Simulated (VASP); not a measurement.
# CO2 (Pa-3) in VASP: single point with PBEsol

Aim: the single point of CO2 with PBEsol.

Program: VASP 6.6.1. These are calculated values, not measurements. Logs are shortened: lines on timing, memory, paths and dates and some standing lists are left out, and cuts for length are marked.

## Step 1: The cell of the first run

The structure is cubic, space group Pa-3 (No. 205). Conventional cell: a = 5.800 Å, b = 5.800 Å, c = 5.800 Å, α = 90.00°, β = 90.00°, γ = 90.00°. Within 1.6 Å of C (site symmetry -3) lie 2 O at 1.17 Å. Within 1.6 Å of O (site symmetry 3) lie 1 C at 1.17 Å.

## Step 2: Single point, PBEsol

Contents of INCAR:

```
SYSTEM = CO2
  PREC = Accurate
  ENCUT = 520
  EDIFF = 1E-7
  ISMEAR = 0
  SIGMA = 0.05
  LREAL = .FALSE.
  LASPH = .TRUE.
  NELM = 80
  ALGO = Normal
  ISIF = 2
  LWAVE = .FALSE.
  LCHARG = .TRUE.
  GGA = PS
  LELF = .TRUE.
  LVHAR = .TRUE.
  NBANDS = 44
```

Contents of KPOINTS:

```
Automatic mesh
0
G
  4 4 4
  0 0 0
```

Contents of POSCAR:

```
CO2
1.0
    5.7999351339      0.0000000000      0.0000000000
    0.0000000000      5.7999351339      0.0000000000
    0.0000000000      0.0000000000      5.7999351339
C O
4 8
Direct
    0.0000000000      0.0000000000      0.0000000000
    0.5000000000      0.0000000000      0.5000000000
    0.5000000000      0.5000000000      0.0000000000
    0.0000000000      0.5000000000      0.5000000000
    0.1161576883      0.1161576883      0.1161576883
    0.3838423117      0.8838423117      0.6161576883
    0.6161576883      0.3838423117      0.8838423117
    0.8838423117      0.6161576883      0.3838423117
    0.8838423117      0.8838423117      0.8838423117
    0.6161576883      0.1161576883      0.3838423117
    0.3838423117      0.6161576883      0.1161576883
    0.1161576883      0.3838423117      0.6161576883
```

Potentials or basis: VASP PAW PBE potentials, release 64 (C, O).

Command:

```console
$ cat potpaw_PBE.64/C/POTCAR potpaw_PBE.64/O/POTCAR > POTCAR
$ mpirun -np 1 vasp_std > vasp.out
```

OUTCAR:

```text
SYSTEM = CO2
   PREC = Accurate
   ENCUT = 520
   EDIFF = 1E-7
   ISMEAR = 0
   LREAL = .FALSE.
   LASPH = .TRUE.
   NELM = 80
   ISIF = 2
   GGA = PS

 ion  position               nearest neighbor table
   1  0.000  0.000  0.000-   5 1.17   9 1.17
   2  0.500  0.000  0.500-   6 1.17  10 1.17
   3  0.500  0.500  0.000-   7 1.17  11 1.17
   4  0.000  0.500  0.500-   8 1.17  12 1.17
   5  0.116  0.116  0.116-   1 1.17
   6  0.384  0.884  0.616-   2 1.17
   7  0.616  0.384  0.884-   3 1.17
   8  0.884  0.616  0.384-   4 1.17
   9  0.884  0.884  0.884-   1 1.17
  10  0.616  0.116  0.384-   2 1.17
  11  0.384  0.616  0.116-   3 1.17
  12  0.116  0.384  0.616-   4 1.17

  LATTYP: Found a simple cubic cell.
 ALAT       =     5.7999351339

  Lattice vectors:

 A1 = (   5.7999351339,   0.0000000000,   0.0000000000)
 A2 = (   0.0000000000,   5.7999351339,   0.0000000000)
 A3 = (   0.0000000000,   0.0000000000,   5.7999351339)

Analysis of symmetry for initial positions (statically):
=====================================================================
 Subroutine PRICEL returns:
 Original cell was already a primitive cell.

 Routine SETGRP: Setting up the symmetry group for a
 simple cubic supercell.

 Subroutine GETGRP returns: Found 24 space group operations
 (whereof  6 operations were pure point group operations)
 out of a pool of 48 trial point group operations.

The static configuration has the point symmetry S_6 .
 The point group associated with its full space group is T_h .

Analysis of symmetry for dynamics (positions and initial velocities):
=====================================================================
 Subroutine PRICEL returns:
 Original cell was already a primitive cell.

 Routine SETGRP: Setting up the symmetry group for a
 simple cubic supercell.

 Subroutine GETGRP returns: Found 24 space group operations
 (whereof  6 operations were pure point group operations)
 out of a pool of 48 trial point group operations.

The dynamic configuration has the point symmetry S_6 .
 The point group associated with its full space group is T_h .

 Subroutine INISYM returns: Found 24 space group operations
 (whereof  6 operations are pure point group operations),
 and found     1 'primitive' translations

----------------------------------------------------------------------------------------

                                     Primitive cell

  volume of cell :     195.1055

  direct lattice vectors                    reciprocal lattice vectors
     5.799935134  0.000000000  0.000000000     0.172415721  0.000000000  0.000000000
     0.000000000  5.799935134  0.000000000     0.000000000  0.172415721  0.000000000
     0.000000000  0.000000000  5.799935134     0.000000000  0.000000000  0.172415721

  length of vectors
     5.799935134  5.799935134  5.799935134     0.172415721  0.172415721  0.172415721

  position of ions in fractional coordinates (direct lattice)
     0.000000000  0.000000000  0.000000000
     0.500000000  0.000000000  0.500000000
     0.500000000  0.500000000  0.000000000
     0.000000000  0.500000000  0.500000000
     0.116157688  0.116157688  0.116157688
     0.383842312  0.883842312  0.616157688
     0.616157688  0.383842312  0.883842312
     0.883842312  0.616157688  0.383842312
     0.883842312  0.883842312  0.883842312
     0.616157688  0.116157688  0.383842312
     0.383842312  0.616157688  0.116157688
     0.116157688  0.383842312  0.616157688

  ion indices of the primitive-cell ions
   primitive index   ion index
                 1           1
                 2           2
                 3           3
                 4           4
                 5           5
                 6           6
                 7           7
                 8           8
                 9           9
                10          10
                11          11
                12          12

----------------------------------------------------------------------------------------

 KPOINTS: Automatic mesh

Automatic generation of k-mesh.
 Grid dimensions read from file:
 generate k-points for:    4    4    4

 Generating k-lattice:

  Cartesian coordinates                     Fractional coordinates (reciprocal lattice)
     0.043103930  0.000000000  0.000000000     0.250000000  0.000000000  0.000000000
     0.000000000  0.043103930  0.000000000     0.000000000  0.250000000  0.000000000
     0.000000000  0.000000000  0.043103930     0.000000000  0.000000000  0.250000000

  Length of vectors
     0.043103930  0.043103930  0.043103930

  Shift w.r.t. Gamma in fractional coordinates (k-lattice)
     0.000000000  0.000000000  0.000000000

 Subroutine IBZKPT returns following result:
 ===========================================

 Found     11 irreducible k-points:

 Following reciprocal coordinates:
            Coordinates               Weight
  0.000000  0.000000  0.000000      1.000000
  0.250000  0.000000  0.000000      6.000000
  0.500000  0.000000  0.000000      3.000000
  0.250000  0.250000  0.000000     12.000000
  0.500000  0.250000  0.000000      6.000000
 -0.250000  0.500000  0.000000      6.000000
  0.500000  0.500000  0.000000      3.000000
  0.250000  0.250000  0.250000      8.000000
  0.500000  0.250000  0.250000     12.000000
  0.500000  0.500000  0.250000      6.000000
  0.500000  0.500000  0.500000      1.000000
   k-points           NKPTS =     11   k-points in BZ     NKDIM =     11   number of bands    NBANDS=     44
   number of dos      NEDOS =    301   number of ions     NIONS =     12
   total plane-waves  NPLWV = 110592
   dimension x,y,z NGX =    48 NGY =   48 NGZ =   48
   dimension x,y,z NGXF=    96 NGYF=   96 NGZF=   96
   ions per type =               4   8
   NGX,Y,Z   is equivalent  to a cutoff of  13.76, 13.76, 13.76 a.u.
   NGXF,Y,Z  is equivalent  to a cutoff of  27.52, 27.52, 27.52 a.u.
 SYSTEM =  CO2
   PREC   = accura    normal or accurate (medium, high low for compatibility)
   ISTART =      0    job   : 0-new  1-cont  2-samecut
   ICHARG =      2    charge: 1-file 2-atom 10-const
   ISPIN  =      1    spin polarized calculation?
   LNONCOLLINEAR =      F non collinear calculations
   LSORBIT =      F    spin-orbit coupling
   LASPH  =      T    aspherical Exc in radial PAW
   ENCUT  =  520.0 eV  38.22 Ry    6.18 a.u.  10.78 10.78 10.78*2*pi/ulx,y,z
   NELM   =     80;   NELMIN=  2; NELMDL= -5     # of ELM steps
   EDIFF  = 0.1E-06   stopping-criterion for ELM
   LREAL  =      F    real-space projection
   EDIFFG = 0.1E-05   stopping-criterion for IOM
   NSW    =      0    number of steps for IOM
   IBRION =     -1    ionic relax: 0-MD 1-quasi-New 2-CG
   NFREE  =      0    steps in history (QN), initial steepest desc. (CG)
   ISIF   =      2    stress and relaxation
   ISYM   =      2    0-nonsym 1-usesym 2-fastsym
   POTIM  = 0.5000    time-step for ionic-motion
   TEBEG  =    0.0;   TEEND  =   0.0 temperature during run
   PSTRESS=    0.0 pullay stress
   NELECT =      64.0000    total number of electrons
   NUPDOWN=      -1.0000    fix difference up-down
   EMIN   =  10.00;   EMAX   =-10.00  energy-range for DOS
   EFERMI =   0.00;   METHOD = LEGACY
   ISMEAR =     0;   SIGMA  =   0.05  broadening in eV -4-tet -1-fermi 0-gaus
   EFERMI_NEDOS =   21; number of points for ismear=-14 and -15
   IALGO  =     38    algorithm
   IMIX   =      4    mixing-type and parameters
     AMIX     =   0.40;   BMIX     =  1.00
     AMIX_MAG =   1.60;   BMIX_MAG =  1.00
  volume/ion in A,a.u.               =      16.26       109.72
  Fermi-wavevector in a.u.,A,eV,Ry     =   1.129046  2.133588 17.343961  1.274745
  Thomas-Fermi vector in A             =   2.265738
   LORBIT       =      0    0 simple, 1 ext, 2 COOP (PROOUT), +10 PAW based schemes
   GGA     = PS    functional components
   LHFCALC =     F    Hartree Fock is set to
   AEXX    =    0.0000 exact exchange contribution
   IVDW    =     0    specifies the selected vdW correction
   LEPSILON=     F    determine dielectric tensor
   LRPA    =     F    only Hartree local field effects (RPA)
 non-spin polarized calculation
 Gauss-broadening in eV      SIGMA  =   0.05
  energy-cutoff  :      520.00
  volume of cell :      195.11
 maximum number of plane-waves:      5294
 NGX is ok and might be reduce to    48
   NGX = 21   NGY = 21   NGZ = 21

 number of electron      63.9999988 magnetization

 Free energy of the ion-electron system (eV)
  ---------------------------------------------------
  ext. energy  EPLUGINS =         0.00000000
  ---------------------------------------------------
  free energy    TOTEN  =       -95.33202632 eV

  energy without entropy =      -95.33202632  energy(sigma->0) =      -95.33202632

 E-fermi :  -3.9547     XC(G=0):  -7.4823

 val. band max:       -4.2222126446   @ k =   0.0000   0.0000   0.0000
 cond. band min:       2.4674530261   @ k =   0.0000   0.0000   0.0000
 fundamental gap:      6.6896656707
 Fermi energy:        -3.9546791006

 k-point     1 :       0.0000    0.0000    0.0000
  band No.  band energies     occupation
      1     -24.6517      2.00000
      2     -24.5078      2.00000
      3     -24.5078      2.00000
      4     -24.5078      2.00000
      5     -23.5646      2.00000
      6     -23.5646      2.00000
[... 36 lines left out ...]
     43       6.3450      0.00000
     44       6.3450      0.00000

 k-point     2 :       0.2500    0.0000    0.0000
  band No.  band energies     occupation
      1     -24.6316      2.00000
      2     -24.5297      2.00000
      3     -24.5076      2.00000
      4     -24.5076      2.00000
      5     -23.5638      2.00000
      6     -23.5637      2.00000
[... 415 lines left out ...]
 k-point    11 :       0.5000    0.5000    0.5000
  band No.  band energies     occupation
      1     -24.5433      2.00000
      2     -24.5433      2.00000
      3     -24.5433      2.00000
      4     -24.5433      2.00000
      5     -23.5565      2.00000
      6     -23.5565      2.00000
[... 36 lines left out ...]
     43       5.2173      0.00000
     44       5.2173      0.00000

------------------------ aborting loop because EDIFF is reached ----------------------------------------

  FORCE on cell =-STRESS in cart. coord.  units (eV):
  Direction    XX          YY          ZZ          XY          YZ          ZX
  --------------------------------------------------------------------------------------
  -------------------------------------------------------------------------------------
  Total        1.8819207      1.8819207      1.8819207      0.0000000      0.0000000      0.0000000
  in kB       15.4540563     15.4540563     15.4540563      0.0000000      0.0000000      0.0000000
  external PRESSURE =      15.4540563 kB  Pullay stress =       0.0000000 kB

 VOLUME and BASIS-vectors are now :
 -----------------------------------------------------------------------------
  energy-cutoff  :      520.00
  volume of cell :      195.11
      direct lattice vectors                 reciprocal lattice vectors
     5.799935134  0.000000000  0.000000000     0.172415721  0.000000000  0.000000000
     0.000000000  5.799935134  0.000000000     0.000000000  0.172415721  0.000000000
     0.000000000  0.000000000  5.799935134     0.000000000  0.000000000  0.172415721

 POSITION                                       TOTAL-FORCE (eV/Angst)
 -----------------------------------------------------------------------------------
      0.00000      0.00000      0.00000         0.000000     -0.000000     -0.000000
      2.89997      0.00000      2.89997         0.000000     -0.000000     -0.000000
      2.89997      2.89997      0.00000         0.000000     -0.000000     -0.000000
      0.00000      2.89997      2.89997         0.000000     -0.000000     -0.000000
      0.67371      0.67371      0.67371         0.410684      0.410684      0.410684
      2.22626      5.12623      3.57367        -0.410684     -0.410684      0.410684
      3.57367      2.22626      5.12623         0.410684     -0.410684     -0.410684
      5.12623      3.57367      2.22626        -0.410684      0.410684     -0.410684
      5.12623      5.12623      5.12623        -0.410684     -0.410684     -0.410684
      3.57367      0.67371      2.22626         0.410684      0.410684     -0.410684
      2.22626      3.57367      0.67371        -0.410684      0.410684      0.410684
      0.67371      2.22626      3.57367         0.410684     -0.410684      0.410684
 -----------------------------------------------------------------------------------
    total drift:                                0.000000      0.000000      0.000000

  FREE ENERGIE OF THE ION-ELECTRON SYSTEM (eV)
  ---------------------------------------------------
  free  energy   TOTEN  =       -95.3320263174 eV

  energy  without entropy=      -95.3320263174  energy(sigma->0) =      -95.33202632
```

Wall time 67 s (1 thread of Intel Xeon 6975P-C (Granite Rapids), shared host); peak memory 0.32 GiB.

What came out:

- Free energy: -95.3320 eV
- Pressure: 1.5 GPa
- Largest force: 0.711 eV/Å
- Band gap on the k mesh: 6.69 eV

Forces in eV/Å, atoms in the order of the input:
```
C    0.000  0.000  0.000
C    0.000  0.000  0.000
C    0.000  0.000  0.000
C    0.000  0.000  0.000
O    0.411  0.411  0.411
O   -0.411 -0.411  0.411
O    0.411 -0.411 -0.411
O   -0.411  0.411 -0.411
O   -0.411 -0.411 -0.411
O    0.411  0.411 -0.411
O   -0.411  0.411  0.411
O    0.411 -0.411  0.411
```

Caveat: this functional lacks dispersion, which holds the molecules together, so the pressure and a relaxed volume are unreliable; the PAW data sets were made with another functional, which shifts forces and pressure a little. A hybrid or GW would open this gap; PBEsol tends to underestimate it.
